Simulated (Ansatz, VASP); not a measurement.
**AgCl: VASP beside Ansatz**

```xyz
2
Lattice="3.4340 0.0000 0.0000 0.0000 3.4340 0.0000 0.0000 0.0000 3.4340" Properties=species:S:1:pos:R:3 pbc="T T T"
Ag    0.0000    0.0000    0.0000
Cl    1.5920    1.7170    1.7170
```

Change from the starting cell: all Cl atoms moved +0.125 Å, as atom 2 towards its neighbour atom 2 (Cl) at 3.434 Å.

Alike in both runs: task single point; functional LDA; k mesh 10 × 10 × 10; occupations gaussian, width 0.03 eV; no spin polarisation.

```csv
,VASP,Ansatz
version,VASP 6.6.1,Ansatz 0.2.0
potentials or method,"VASP PAW LDA potentials, release 64 (Ag, Cl), cutoff 520 eV","scalar-relativistic, plane waves, PAW"
valence electrons in the cell,18,26
```

```tsv
	VASP	Ansatz	Ansatz less VASP
gap on the k mesh at the Fermi level (eV)	0.30	0.27	-0.030
least direct gap on the mesh (eV)	1.76	1.73	-0.029
pressure (GPa)	-7.4	-7.4	+0.02
rms of the force components (eV/Å)	0.028	0.029	+0.0012
```

LDA's correlation is that of Perdew and Zunger in VASP and of Perdew and Wang (1992) in Ansatz. Atom by atom the forces differ by 0.001 eV/Å (rms over components). VASP's potentials hold 18 valence electrons a cell and Ansatz's 26, so a difference there can come from the potentials and not from the codes.
